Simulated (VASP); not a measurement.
Li2O: single point with PBE

Li2O:

```
Li O
1.0
     0.00000    2.25795    2.25795
     2.25795    0.00000    2.25795
     2.25795    2.25795    0.00000
Li O
2 1
Cartesian
  1.1290 1.1290 1.1290
  3.3869 3.3869 3.3869
  0.0000 0.0000 0.0000
```

```
Program             : VASP 6.6.1
Task                : single point
Functional          : PBE
Potentials or basis : VASP PAW PBE potentials, release 64 (Li_sv, O)
Cutoff              : 750 eV
k mesh              : 6 × 6 × 6
Occupations         : gaussian, width 0.01 eV
Spin                : no spin polarisation
```

* Pressure: 6.4 GPa
* Band gap on the k mesh: 5.11 eV, indirect (least direct gap 5.79 eV)

Levels at points of the mesh, in eV from the valence-band top:
```tsv
k point	band 4	band 5	band 6	band 7	band 8	band 9
(0.00, 0.00, 0.00)	0.00	0.00	0.00	5.79	12.33	12.33
(0.50, 0.00, 0.00)	-2.94	-0.48	-0.48	9.67	10.51	12.45
(0.50, 0.50, 0.00)	-1.66	-1.50	-1.50	5.11	14.19	14.19
```

Wall time 8.6 s on 1 thread of Intel(R) Xeon(R) Platinum 8488C (Sapphire Rapids), with other jobs on the host, peak memory 0.15 GiB.

A k mesh can miss the band edges. As with any semilocal functional, this PBE gap is likely too small.
